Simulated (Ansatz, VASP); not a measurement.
**Two plane-wave programs on SiC3**

The input INCAR:

```
SYSTEM = SiC3
PREC = Accurate
ENCUT = 1300
EDIFF = 1E-6
ISMEAR = 0
SIGMA = 0.1
LREAL = .FALSE.
LASPH = .TRUE.
NELM = 200
ALGO = Normal
ISIF = 2
LWAVE = .FALSE.
LCHARG = .FALSE.
ISPIN = 2
MAGMOM = 0 1 1 1
LORBIT = 11
GGA = PE
NBANDS = 20
GGA_COMPAT = .FALSE.
```

Contents of KPOINTS:

```
regular mesh
0
G
  6 6 6
  0 0 0
```

Contents of POSCAR:

```
SiC3
1.0
    3.5756969826      0.0000000000      0.0000000000
    0.0000000000      3.5756969826      0.0000000000
    0.0000000000      0.0000000000      3.4043470061
Si C
1 3
Direct
    0.0000000000      0.0000000000      0.5000000000
    0.0000000000      0.0000000000      0.0000000000
    0.5000000000      0.5000000000      0.6987638000
    0.5000000000      0.5000000000      0.3012362000
```

Input for Ansatz:

```yaml
crystal:
  lattice:
    - [3.5756969826, 0.0, 0.0]
    - [0.0, 3.5756969826, 0.0]
    - [0.0, 0.0, 3.4043470061]
  atoms:
    - { symbol: Si, position: [0.0, 0.0, 0.5] }
    - { symbol: C, position: [0.0, 0.0, 0.0], spin: 1.0 }
    - { symbol: C, position: [0.5, 0.5, 0.6987638], spin: 1.0 }
    - { symbol: C, position: [0.5, 0.5, 0.3012362], spin: 1.0 }
basis:
  ecutwfc: 420
kpoints:
  mp_grid: { grid: [6, 6, 6] }
hamiltonian:
  xc: pbe
scf:
  occupations: { method: gaussian, width: 0.1 }
  lower_state_search: "off"
output:
  forces: true
  stress: true
  eigenvalues: true
  populations: true
magnetization:
  spin_polarized: true
```

Alike in both runs: task single point; functional PBE; k mesh 6 × 6 × 6; occupations gaussian, width 0.1 eV; collinear spin.

|  | VASP | Ansatz |
| --- | --- | --- |
| version | VASP 6.6.1 | Ansatz 0.2.0 |
| potentials or method | VASP PAW PBE potentials, release 64 (Si, C_h), cutoff 1300 eV | scalar-relativistic, plane waves, PAW |
| valence electrons in the cell | 16 | 16 |

```csv
,VASP,Ansatz,Ansatz less VASP
gap on the k mesh at the Fermi level (eV),none,none,-
pressure (GPa),0.0,0.1,+0.15
"traceless stress, the component that is largest in VASP (GPa)",-0.24,-0.02,+0.219
rms of the force components (eV/Å),0.007,0.000,-0.0062
net moment per atom (μB),0.00,0.00,0.000
```

Atom by atom the forces differ by 0.007 eV/Å (rms over components). A gap of «none» marks a metal or a gap that the smearing closes. With one functional, cell and mesh, what is left measures potentials, basis and numerics. Ansatz's warnings: seeded moment not kept.
